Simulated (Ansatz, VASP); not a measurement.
Bi2Cl: VASP beside Ansatz

INCAR

```
SYSTEM = Bi2Cl
ALGO = Fast
EDIFF = 1E-6
ENCUT = 520
GGA = PE
ISIF = 2
ISMEAR = 0
LASPH = .TRUE.
LCHARG = .FALSE.
LREAL = .FALSE.
LWAVE = .FALSE.
NBANDS = 26
NELM = 60
PREC = Accurate
SIGMA = 0.1
```

KPOINTS

```
k-points
0
G
  6 6 6
  0 0 0
```

The input POSCAR:

```
Bi2Cl
1.0
   -2.0482639515      2.0482639515      5.0246475061
    2.0482639515     -2.0482639515      5.0246475061
    2.0482639515      2.0482639515     -5.0246475061
Bi Cl
2 1
Direct
    0.6650000000      0.6650000000      0.0000000000
    0.3350000000      0.3350000000      0.0000000000
    0.0000000000      0.0000000000      0.0000000000
```

Input for Ansatz:

```yaml
crystal:
  lattice:
    - [-2.0482639515, 2.0482639515, 5.0246475061]
    - [2.0482639515, -2.0482639515, 5.0246475061]
    - [2.0482639515, 2.0482639515, -5.0246475061]
  atoms:
    - { symbol: Bi, position: [0.665, 0.665, 0.0] }
    - { symbol: Bi, position: [0.335, 0.335, 0.0] }
    - { symbol: Cl, position: [0.0, 0.0, 0.0] }
basis:
  ecutwfc: 420
kpoints:
  mp_grid: { grid: [6, 6, 6] }
hamiltonian:
  xc: pbe
scf:
  occupations: { method: gaussian, width: 0.1 }
  lower_state_search: "off"
output:
  forces: true
  stress: true
  eigenvalues: true
```

Alike in both runs: task single point; functional PBE; k mesh 6 × 6 × 6; occupations gaussian, width 0.1 eV; no spin polarisation.

```csv
,VASP,Ansatz
version,VASP 6.6.1,Ansatz 0.2.0
potentials or method,"VASP PAW PBE potentials, release 64 (Bi_d, Cl), cutoff 520 eV","scalar-relativistic, plane waves, PAW"
valence electrons in the cell,37,37
```

|  | VASP | Ansatz | Ansatz less VASP |
| --- | --- | --- | --- |
| gap on the k mesh at the Fermi level (eV) | none | none | - |
| pressure (GPa) | 1.4 | 1.5 | +0.08 |
| traceless stress, the component that is largest in VASP (GPa) | 1.30 | 1.30 | -0.003 |
| rms of the force components (eV/Å) | 0.345 | 0.345 | +0.0003 |

Atom by atom the forces differ by 0.000 eV/Å (rms over components). A gap of «none» marks a metal or a gap that the smearing closes.

The k mesh is coarse, so the values compare programs but aren't converged. Neither program's run includes spin-orbit coupling.
